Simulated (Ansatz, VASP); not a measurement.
C: VASP beside Ansatz

```xyz
2
Lattice="0.0000 1.7857 1.7857 1.7857 0.0000 1.7857 1.7857 1.7857 0.0000" Properties=species:S:1:pos:R:3 pbc="T T T"
C     0.0000    0.0000    0.0000
C     0.8929    0.8929    0.8929
```

Alike in both runs: task relaxation of cell and atoms; functional PBEsol; k mesh 12 × 12 × 12; occupations gaussian, width 0.02 eV; no spin polarisation.

|  | VASP | Ansatz |
| --- | --- | --- |
| version | VASP 6.6.1 | Ansatz 0.2.0 |
| potentials or method | VASP PAW PBE potentials, release 64 (C), cutoff 600 eV | scalar-relativistic, plane waves, PAW |
| valence electrons in the cell | 8 | 8 |

|  | VASP | Ansatz | Ansatz less VASP |
| --- | --- | --- | --- |
| gap on the k mesh at the Fermi level, each at its own relaxed structure (eV) | 4.06 | 4.07 | +0.007 |
| relaxed volume (Å³/atom) | 5.62 | 5.61 | -0.005 |
| relaxed cell length with the largest relative difference (Å) | 2.514 | 2.513 | -0.0008 |

VASP's potentials were made for PBE, not for PBEsol.
